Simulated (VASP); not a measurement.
# SnO (Pm-3m) in VASP: notebook

The runs below take SnO through single point, with r2SCAN.

Everything below comes from runs of VASP 6.6.1. Logs are shortened: lines on timing, memory, paths and dates and some standing lists are left out, and cuts for length are marked.

## 1. The cell of the first run

It takes space group Pm-3m (No. 221, cubic). The conventional cell has a = 3.164 Å, b = 3.164 Å, c = 3.164 Å, α = 90.00°, β = 90.00°, γ = 90.00°. Sn (site symmetry m-3m) has 8 O at 2.74 Å and 6 Sn at 3.16 Å within 3.6 Å. Within 3.6 Å of O (site symmetry m-3m) lie 8 Sn at 2.74 Å and 6 O at 3.16 Å.

## 2. Single point, r2SCAN (volume changed by +6%)

File POSCAR:

```
SnO
1.0
    3.1642733488      0.0000000000      0.0000000000
    0.0000000000      3.1642733488      0.0000000000
    0.0000000000      0.0000000000      3.1642733488
Sn O
1 1
Direct
    0.0000000000      0.0000000000      0.0000000000
    0.5000000000      0.5000000000      0.5000000000
```

File INCAR.step1:

```
PREC     = Accurate       # precision mode
ENCUT    = 520            # plane-wave cutoff, eV
ISMEAR   = -1             # smearing method
SIGMA    = 0.02           # smearing width, eV
LREAL    = F              # projectors in reciprocal space
LASPH    = T              # aspherical terms in the spheres
NELM     = 60             # most SCF steps
NBANDS   = 17             # bands
GGA      = PE             # functional
ALGO     = Normal         # electronic algorithm
EDIFF    = 1E-4           # SCF threshold, eV
LWAVE    = T              # write WAVECAR
LCHARG   = F              # write CHGCAR
```

File INCAR.step2:

```
PREC     = Accurate       # precision mode
ENCUT    = 520            # plane-wave cutoff, eV
EDIFF    = 1E-6           # SCF threshold, eV
ISMEAR   = -1             # smearing method
SIGMA    = 0.02           # smearing width, eV
LREAL    = F              # projectors in reciprocal space
LASPH    = T              # aspherical terms in the spheres
NELM     = 60             # most SCF steps
ALGO     = Normal         # electronic algorithm
ISIF     = 2              # what is computed and relaxed
LWAVE    = F              # write WAVECAR
LCHARG   = F              # write CHGCAR
METAGGA  = R2SCAN         # meta-GGA
LMIXTAU  = T            
NBANDS   = 17             # bands
ISTART   = 1
```

File KPOINTS:

```
regular mesh
0
Gamma
  6 6 6
```

Potentials or basis: VASP PAW PBE potentials, release 64 (Sn_d, O).

On the command line:

```
$ cat potpaw_PBE.64/Sn_d/POTCAR potpaw_PBE.64/O/POTCAR > POTCAR
$ cp INCAR.step1 INCAR
$ mpirun -np 1 vasp_std > vasp.out
$ cp INCAR.step2 INCAR
$ mpirun -np 1 vasp_std > vasp.out
```

OUTCAR:

```text
PREC = Accurate
   ENCUT = 520
   EDIFF = 1E-6
   ISMEAR = -1
   LREAL = F
   LASPH = T
   NELM = 60
   ISIF = 2
   METAGGA = R2SCAN
   ISTART = 1

 ion  position               nearest neighbor table
   1  0.000  0.000  0.000-   2 2.74   2 2.74   2 2.74   2 2.74   2 2.74   2 2.74   2 2.74   2 2.74

   2  0.500  0.500  0.500-   1 2.74   1 2.74   1 2.74   1 2.74   1 2.74   1 2.74   1 2.74   1 2.74

  LATTYP: Found a simple cubic cell.
 ALAT       =     3.1642733488

  Lattice vectors:

 A1 = (   3.1642733488,   0.0000000000,   0.0000000000)
 A2 = (   0.0000000000,   3.1642733488,   0.0000000000)
 A3 = (   0.0000000000,   0.0000000000,   3.1642733488)

Analysis of symmetry for initial positions (statically):
=====================================================================
 Subroutine PRICEL returns:
 Original cell was already a primitive cell.

 Routine SETGRP: Setting up the symmetry group for a
 simple cubic supercell.

 Subroutine GETGRP returns: Found 48 space group operations
 (whereof 48 operations were pure point group operations)
 out of a pool of 48 trial point group operations.

The static configuration has the point symmetry O_h .

Analysis of symmetry for dynamics (positions and initial velocities):
=====================================================================
 Subroutine PRICEL returns:
 Original cell was already a primitive cell.

 Routine SETGRP: Setting up the symmetry group for a
 simple cubic supercell.

 Subroutine GETGRP returns: Found 48 space group operations
 (whereof 48 operations were pure point group operations)
 out of a pool of 48 trial point group operations.

The dynamic configuration has the point symmetry O_h .

 Subroutine INISYM returns: Found 48 space group operations
 (whereof 48 operations are pure point group operations),
 and found     1 'primitive' translations

----------------------------------------------------------------------------------------

                                     Primitive cell

  volume of cell :      31.6827

  direct lattice vectors                    reciprocal lattice vectors
     3.164273349  0.000000000  0.000000000     0.316028323  0.000000000  0.000000000
     0.000000000  3.164273349  0.000000000     0.000000000  0.316028323  0.000000000
     0.000000000  0.000000000  3.164273349     0.000000000  0.000000000  0.316028323

  length of vectors
     3.164273349  3.164273349  3.164273349     0.316028323  0.316028323  0.316028323

  position of ions in fractional coordinates (direct lattice)
     0.000000000  0.000000000  0.000000000
     0.500000000  0.500000000  0.500000000

  ion indices of the primitive-cell ions
   primitive index   ion index
                 1           1
                 2           2

----------------------------------------------------------------------------------------

 KPOINTS: regular mesh

Automatic generation of k-mesh.
 Grid dimensions read from file:
 generate k-points for:    6    6    6

 Generating k-lattice:

  Cartesian coordinates                     Fractional coordinates (reciprocal lattice)
     0.052671387  0.000000000  0.000000000     0.166666667  0.000000000  0.000000000
     0.000000000  0.052671387  0.000000000     0.000000000  0.166666667  0.000000000
     0.000000000  0.000000000  0.052671387     0.000000000  0.000000000  0.166666667

  Length of vectors
     0.052671387  0.052671387  0.052671387

  Shift w.r.t. Gamma in fractional coordinates (k-lattice)
     0.000000000  0.000000000  0.000000000

 Subroutine IBZKPT returns following result:
 ===========================================

 Found     20 irreducible k-points:

 Following reciprocal coordinates:
            Coordinates               Weight
  0.000000  0.000000  0.000000      1.000000
  0.166667  0.000000  0.000000      6.000000
  0.333333  0.000000  0.000000      6.000000
  0.500000  0.000000  0.000000      3.000000
  0.166667  0.166667  0.000000     12.000000
  0.333333  0.166667  0.000000     24.000000
[... 12 lines left out ...]
  0.500000  0.500000  0.333333      6.000000
  0.500000  0.500000  0.500000      1.000000
   k-points           NKPTS =     20   k-points in BZ     NKDIM =     20   number of bands    NBANDS=     17
   number of dos      NEDOS =    301   number of ions     NIONS =      2
   total plane-waves  NPLWV =  13824
   dimension x,y,z NGX =    24 NGY =   24 NGZ =   24
   dimension x,y,z NGXF=    48 NGYF=   48 NGZF=   48
   ions per type =               1   1
   NGX,Y,Z   is equivalent  to a cutoff of  12.61, 12.61, 12.61 a.u.
   NGXF,Y,Z  is equivalent  to a cutoff of  25.22, 25.22, 25.22 a.u.
 SYSTEM =  unknown system
   PREC   = accura    normal or accurate (medium, high low for compatibility)
   ISTART =      1    job   : 0-new  1-cont  2-samecut
   ICHARG =      0    charge: 1-file 2-atom 10-const
   ISPIN  =      1    spin polarized calculation?
   LNONCOLLINEAR =      F non collinear calculations
   LSORBIT =      F    spin-orbit coupling
   LASPH  =      T    aspherical Exc in radial PAW
   ENCUT  =  520.0 eV  38.22 Ry    6.18 a.u.   5.88  5.88  5.88*2*pi/ulx,y,z
   NELM   =     60;   NELMIN=  2; NELMDL=  0     # of ELM steps
   EDIFF  = 0.1E-05   stopping-criterion for ELM
   LREAL  =      F    real-space projection
   EDIFFG = 0.1E-04   stopping-criterion for IOM
   NSW    =      0    number of steps for IOM
   IBRION =     -1    ionic relax: 0-MD 1-quasi-New 2-CG
   NFREE  =      0    steps in history (QN), initial steepest desc. (CG)
   ISIF   =      2    stress and relaxation
   ISYM   =      2    0-nonsym 1-usesym 2-fastsym
   POTIM  = 0.5000    time-step for ionic-motion
   TEBEG  =    0.0;   TEEND  =   0.0 temperature during run
   PSTRESS=    0.0 pullay stress
   NELECT =      20.0000    total number of electrons
   NUPDOWN=      -1.0000    fix difference up-down
   EMIN   =  10.00;   EMAX   =-10.00  energy-range for DOS
   EFERMI =   0.00;   METHOD = LEGACY
   ISMEAR =    -1;   SIGMA  =   0.02  broadening in eV -4-tet -1-fermi 0-gaus
   EFERMI_NEDOS =   21; number of points for ismear=-14 and -15
   IALGO  =     38    algorithm
   IMIX   =      4    mixing-type and parameters
     AMIX     =   0.40;   BMIX     =  1.00
     AMIX_MAG =   1.60;   BMIX_MAG =  1.00
  volume/ion in A,a.u.               =      15.84       106.90
  Fermi-wavevector in a.u.,A,eV,Ry     =   1.404357  2.653850 26.833660  1.972218
  Thomas-Fermi vector in A             =   2.526927
   LORBIT       =      0    0 simple, 1 ext, 2 COOP (PROOUT), +10 PAW based schemes
   METAGGA = R2SCAN    functional components
   LHFCALC =     F    Hartree Fock is set to
   AEXX    =    0.0000 exact exchange contribution
   IVDW    =     0    specifies the selected vdW correction
   LEPSILON=     F    determine dielectric tensor
   LRPA    =     F    only Hartree local field effects (RPA)
 non-spin polarized calculation
  energy-cutoff  :      520.00
  volume of cell :       31.68
 maximum number of plane-waves:       876
 NGX is ok and might be reduce to    24
   NGX = 11   NGY = 11   NGZ = 11

 number of electron      19.9999997 magnetization

 Free energy of the ion-electron system (eV)
  ---------------------------------------------------
  ext. energy  EPLUGINS =         0.00000000
  ---------------------------------------------------
  free energy    TOTEN  =       -31.56048056 eV

  energy without entropy =      -31.56048051  energy(sigma->0) =      -31.56048053

 E-fermi :   7.4709     XC(G=0): -11.7806

 val. band max:        7.1903639988   @ k =   0.5000   0.1667   0.0000
 cond. band min:       7.7236448371   @ k =   0.5000   0.5000   0.5000
 fundamental gap:      0.5332808384
 Fermi energy:         7.4708635223

 k-point     1 :       0.0000    0.0000    0.0000
  band No.  band energies     occupation
      1     -14.9623      2.00000
      2     -14.9623      2.00000
      3     -14.6326      2.00000
      4     -14.6326      2.00000
      5     -14.6326      2.00000
      6     -11.2446      2.00000
[... 9 lines left out ...]
     16      26.6142      0.00000
     17      27.8020      0.00000

 k-point     2 :       0.1667    0.0000    0.0000
  band No.  band energies     occupation
      1     -14.9590      2.00000
      2     -14.9029      2.00000
      3     -14.6524      2.00000
      4     -14.6524      2.00000
      5     -14.6309      2.00000
      6     -11.1112      2.00000
[... 9 lines left out ...]
     16      24.9153      0.00000
     17      26.3518      0.00000

 k-point     3 :       0.3333    0.0000    0.0000
  band No.  band energies     occupation
      1     -14.9525      2.00000
      2     -14.7839      2.00000
      3     -14.6918      2.00000
      4     -14.6918      2.00000
      5     -14.6277      2.00000
      6     -10.8227      2.00000
[... 9 lines left out ...]
     16      22.3848      0.00000
     17      25.5121      0.00000

 k-point     4 :       0.5000    0.0000    0.0000
  band No.  band energies     occupation
      1     -14.9492      2.00000
      2     -14.7242      2.00000
      3     -14.7114      2.00000
      4     -14.7114      2.00000
      5     -14.6260      2.00000
      6     -10.6657      2.00000
[... 9 lines left out ...]
     16      24.8987      0.00000
     17      25.4630      0.00000
[... 263 lines left out ...]
      1     -14.8070      2.00000
      2     -14.7792      2.00000
      3     -14.7528      2.00000
      4     -14.6675      2.00000
      5     -14.6036      2.00000
      6     -10.1499      2.00000
[... 9 lines left out ...]
     16      20.9903      0.00000
     17      29.2047      0.00000

 k-point    19 :       0.5000    0.5000    0.3333
  band No.  band energies     occupation
      1     -14.8228      2.00000
      2     -14.7765      2.00000
      3     -14.7765      2.00000
      4     -14.6346      2.00000
      5     -14.5685      2.00000
      6     -10.1017      2.00000
[... 9 lines left out ...]
     16      20.6520      0.00000
     17      28.5997      0.00000

 k-point    20 :       0.5000    0.5000    0.5000
  band No.  band energies     occupation
      1     -14.8021      2.00000
      2     -14.8021      2.00000
      3     -14.8021      2.00000
      4     -14.5673      2.00000
      5     -14.5673      2.00000
      6     -10.0804      2.00000
[... 9 lines left out ...]
     16      20.4480      0.00000
     17      27.6611      0.00000

------------------------ aborting loop because EDIFF is reached ----------------------------------------

  FORCE on cell =-STRESS in cart. coord.  units (eV):
  Direction    XX          YY          ZZ          XY          YZ          ZX
  --------------------------------------------------------------------------------------
  -------------------------------------------------------------------------------------
  Total       -1.0801563     -1.0801563     -1.0801563     -0.0000000     -0.0000000     -0.0000000
  in kB      -54.6229577    -54.6229577    -54.6229577     -0.0000000     -0.0000000     -0.0000000
  external PRESSURE =     -54.6229577 kB  Pullay stress =       0.0000000 kB

 VOLUME and BASIS-vectors are now :
 -----------------------------------------------------------------------------
  energy-cutoff  :      520.00
  volume of cell :       31.68
      direct lattice vectors                 reciprocal lattice vectors
     3.164273349  0.000000000  0.000000000     0.316028323  0.000000000  0.000000000
     0.000000000  3.164273349  0.000000000     0.000000000  0.316028323  0.000000000
     0.000000000  0.000000000  3.164273349     0.000000000  0.000000000  0.316028323

 POSITION                                       TOTAL-FORCE (eV/Angst)
 -----------------------------------------------------------------------------------
      0.00000      0.00000      0.00000         0.000000      0.000000      0.000000
      1.58214      1.58214      1.58214         0.000000      0.000000      0.000000
 -----------------------------------------------------------------------------------
    total drift:                                0.000000      0.000000     -0.000000

  FREE ENERGIE OF THE ION-ELECTRON SYSTEM (eV)
  ---------------------------------------------------
  free  energy   TOTEN  =       -31.5604805592 eV

  energy  without entropy=      -31.5604805075  energy(sigma->0) =      -31.56048053
```

Wall time 39 s (1 thread of Intel Xeon Platinum 8259CL at 2.50GHz (Skylake/Cascade Lake), shared host); peak memory 0.15 GiB.

What came out:

- Free energy: -31.5605 eV
- Pressure: -5.5 GPa
- Band gap on the k mesh: 0.53 eV, indirect (least direct gap 1.08 eV)

Caveat: the cell differs from its parent crystal (volume changed by +6%); the PAW data sets were made with another functional, which shifts forces and pressure a little; spin-orbit coupling is left out, which moves the levels of the heavy elements. A k mesh can miss the band edges.

## 3. Single point, r2SCAN

This run uses another cell than the first one, of 14.94 Å³/atom, 0.943 times its volume.

File POSCAR:

```
SnO
1.0
    3.1034067827      0.0000000000      0.0000000000
    0.0000000000      3.1034067827      0.0000000000
    0.0000000000      0.0000000000      3.1034067827
Sn O
1 1
Direct
    0.0000000000      0.0000000000      0.0000000000
    0.5000000000      0.5000000000      0.5000000000
```

File INCAR.step1:

```
PREC = Accurate ; ENCUT = 520
ISMEAR = -1 ; SIGMA = 0.02
LREAL = False ; LASPH = True
NELM = 80 ; NBANDS = 17
GGA = PE ; ALGO = Normal
EDIFF = 1E-4 ; LWAVE = True
LCHARG = False
```

File INCAR.step2:

```
PREC = Accurate ; ENCUT = 520
EDIFF = 1E-6 ; ISMEAR = -1
SIGMA = 0.02 ; LREAL = False
LASPH = True ; NELM = 80
ALGO = Normal ; ISIF = 2
LWAVE = False ; LCHARG = False
METAGGA = R2SCAN ; LMIXTAU = True
NBANDS = 17 ; ISTART = 1
```

File KPOINTS:

```
regular mesh
0
Gamma
  8 8 8
```

Potentials or basis: VASP PAW PBE potentials, release 64 (Sn_d, O).

On the command line:

```
$ cat potpaw_PBE.64/Sn_d/POTCAR potpaw_PBE.64/O/POTCAR > POTCAR
$ cp INCAR.step1 INCAR
$ mpirun -np 1 vasp_std > vasp.out
$ cp INCAR.step2 INCAR
$ mpirun -np 1 vasp_std > vasp.out
```

Run time: 45 s. Hardware: 1 thread of Intel Xeon Platinum 8259CL at 2.50GHz (Skylake/Cascade Lake), shared host; peak memory 0.15 GiB.

Results (log left out):

```
Free energy : -31.5844 eV
Pressure    : 0.1 GPa
```

Levels at points of the mesh, in eV from the Fermi level:
| k point | band 8 | band 9 | band 10 | band 11 | band 12 | band 13 |
| --- | --- | --- | --- | --- | --- | --- |
| (0.00, 0.00, 0.00) | -2.87 | -2.87 | -2.87 | 8.49 | 8.49 | 8.50 |
| (0.50, 0.00, 0.00) | -2.10 | -2.10 | -1.02 | 0.38 | 7.52 | 7.52 |
| (0.50, 0.50, 0.00) | -5.87 | -4.91 | -1.97 | 3.60 | 3.60 | 9.24 |
| (0.50, 0.50, 0.50) | -3.68 | -3.68 | -1.26 | -0.02 | -0.02 | -0.02 |

Caveat: the PAW data sets were made with another functional, which shifts forces and pressure a little; spin-orbit coupling is left out, which moves the levels of the heavy elements.
